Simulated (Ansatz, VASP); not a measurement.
## Two plane-wave programs on CdSe

```xyz
4
Lattice="4.3021 0.0000 0.0000 -2.1511 3.7258 0.0000 0.0000 0.0000 7.0215" Properties=species:S:1:pos:R:3 pbc="T T T"
Cd    0.0000    2.4838    0.0009
Cd    2.1511    1.2419    3.5117
Se    0.0000    2.4838    2.6391
Se    2.1511    1.2419    6.1498
```

Change from the starting cell: polar distortion scaled by 1.00.

Alike in both runs: task single point; functional PBEsol; k mesh 9 × 9 × 6; no spin polarisation.

```csv
,VASP,Ansatz
version,VASP 6.6.1,Ansatz 0.2.0
potentials or method,"VASP PAW PBE potentials, release 64 (Cd, Se), cutoff 520 eV","scalar-relativistic, plane waves, PAW"
occupations,"gaussian, width 0.01 eV",fixed
valence electrons in the cell,36,72
```

|  | VASP | Ansatz | Ansatz less VASP |
| --- | --- | --- | --- |
| gap on the k mesh at the Fermi level (eV) | 0.54 | 0.54 | -0.002 |
| least direct gap on the mesh (eV) | 0.54 | 0.54 | -0.002 |
| pressure (GPa) | 0.3 | 0.0 | -0.33 |

VASP's potentials were made for PBE, not for PBEsol, and Ansatz warns of the same on its side. VASP's potentials hold 36 valence electrons a cell and Ansatz's 72, so a difference there can come from the potentials and not from the codes.
